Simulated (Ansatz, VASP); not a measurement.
**Two plane-wave programs on KF**

Contents of INCAR:

```
SYSTEM = KF
PREC     = Accurate       ! precision mode
ENCUT    = 600            ! plane-wave cutoff, eV
EDIFF    = 1E-7           ! SCF threshold, eV
ISMEAR   = 0              ! smearing method
SIGMA    = 0.1            ! smearing width, eV
LREAL    = .FALSE.        ! projectors in reciprocal space
LASPH    = .TRUE.         ! aspherical terms in the spheres
NELM     = 60             ! most SCF steps
ALGO     = Normal         ! electronic algorithm
ISIF     = 3              ! what is computed and relaxed
LWAVE    = .FALSE.        ! write WAVECAR
LCHARG   = .FALSE.        ! write CHGCAR
GGA      = PE             ! functional
IBRION   = 2              ! ionic algorithm
NSW      = 80             ! ionic steps
EDIFFG   = -0.025         ! ionic threshold
```

KPOINTS

```
Automatic mesh
0
G
  4 2 2
  0 0 0
```

File POSCAR:

```
KF
1.0
    0.0325752701      2.7052814884      2.7001012129
    5.5126558656      2.6676294384     -2.5972986228
   -5.5055325291      2.5953555618     -2.6553258264
K F
4 4
Direct
    0.0339581395      0.2454257726      0.7526270333
    0.4492670086      0.7497748245      0.7349805917
    0.5462189749      0.2492428395      0.2627996410
   -0.0342595404      0.7328358098      0.2400678953
    0.0073292894      0.5165010371      0.4936059063
    0.5195383907      0.0165844441      0.5093358330
    0.4996896583      0.5149845909      1.0267747628
   -0.0217419210      0.9746506814      0.9798083367
```

Input for Ansatz:

```yaml
crystal:
  lattice:
    - [0.0325752701, 2.7052814884, 2.7001012129]
    - [5.5126558656, 2.6676294384, -2.5972986228]
    - [-5.5055325291, 2.5953555618, -2.6553258264]
  atoms:
    - { symbol: K, position: [0.0339581395, 0.2454257726, 0.7526270333] }
    - { symbol: K, position: [0.4492670086, 0.7497748245, 0.7349805917] }
    - { symbol: K, position: [0.5462189749, 0.2492428395, 0.262799641] }
    - { symbol: K, position: [-0.0342595404, 0.7328358098, 0.2400678953] }
    - { symbol: F, position: [0.0073292894, 0.5165010371, 0.4936059063] }
    - { symbol: F, position: [0.5195383907, 0.0165844441, 0.509335833] }
    - { symbol: F, position: [0.4996896583, 0.5149845909, 1.0267747628] }
    - { symbol: F, position: [-0.021741921, 0.9746506814, 0.9798083367] }
basis:
  ecutwfc: 420
kpoints:
  mp_grid: { grid: [4, 2, 2] }
hamiltonian:
  xc: pbe
scf:
  occupations: { method: gaussian, width: 0.1 }
  lower_state_search: "off"
output:
  forces: true
  stress: true
  eigenvalues: true
relax:
  adjacent_minimum: "off"
  f_tol: 0.025
  max_steps: 60
  cell: { stress_tol: 0.25 }
```

Change from the starting cell: cell x4, atoms moved at random (sigma 0.1 Å) and cell strained at random (1.5 %), then relaxed without symmetry.

Alike in both runs: task relaxation of cell and atoms; functional PBE; k mesh 4 × 2 × 2; occupations gaussian, width 0.1 eV; no spin polarisation.

|  | VASP | Ansatz |
| --- | --- | --- |
| version | VASP 6.6.1 | Ansatz 0.2.0 |
| potentials or method | VASP PAW PBE potentials, release 64 (K_sv, F), cutoff 600 eV | scalar-relativistic, plane waves, PAW |
| valence electrons in the cell | 64 | 64 |

|  | VASP | Ansatz | Ansatz less VASP |
| --- | --- | --- | --- |
| gap on the k mesh at the Fermi level, each at its own relaxed structure (eV) | 5.93 | 5.96 | +0.029 |
| relaxed volume (Å³/atom) | 19.97 | 19.90 | -0.063 |
| relaxed cell length with the largest relative difference (Å) | 3.838 | 3.835 | -0.0033 |

The k mesh is coarse, so the values compare programs but aren't converged.
